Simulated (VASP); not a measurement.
Ni, 2 atoms in the cell. It takes space group P6_3/mmc (No. 194, hexagonal). The conventional cell has a = 2.398 Å, b = 2.398 Å, c = 3.990 Å, α = 90.00°, β = 90.00°, γ = 120.00°. Within 3.2 Å of Ni (site symmetry -6m2) lie 12 Ni at 2.40 to 2.43 Å. This isn't the form of Ni at room conditions, which is fcc.

```yaml
Program: VASP 6.6.1
Task: single point
Functional: PBE
Potentials_or_basis: VASP PAW PBE potentials, release 64 (Ni)
Cutoff: 520 eV
k_mesh: 12 × 12 × 7
Occupations: fermi-dirac, width 0.05 eV
Spin: collinear spin, ferromagnetic start
Starting_moments: "[1.0, 1.0] μB"
Dipole_correction: no
Further_INCAR_settings: ALGO = Fast; EDIFF = 1e-06; NBANDS = 21
```

Potentials or basis: VASP PAW PBE potentials, release 64 (Ni).

Command:

```bash
$ cat potpaw_PBE.64/Ni/POTCAR > POTCAR
$ mpirun -np 1 vasp_std > vasp.out
```

Hardware: 1 thread of Intel(R) Xeon(R) 6975P-C (Granite Rapids), with other jobs on the host.

**Question.** Estimate the wall time of this run.

**Answer.** It took 27 s on 1 thread of Intel(R) Xeon(R) 6975P-C (Granite Rapids), on a shared host, peak memory 0.17 GiB. Counts: scf iterations 14, k points 76.
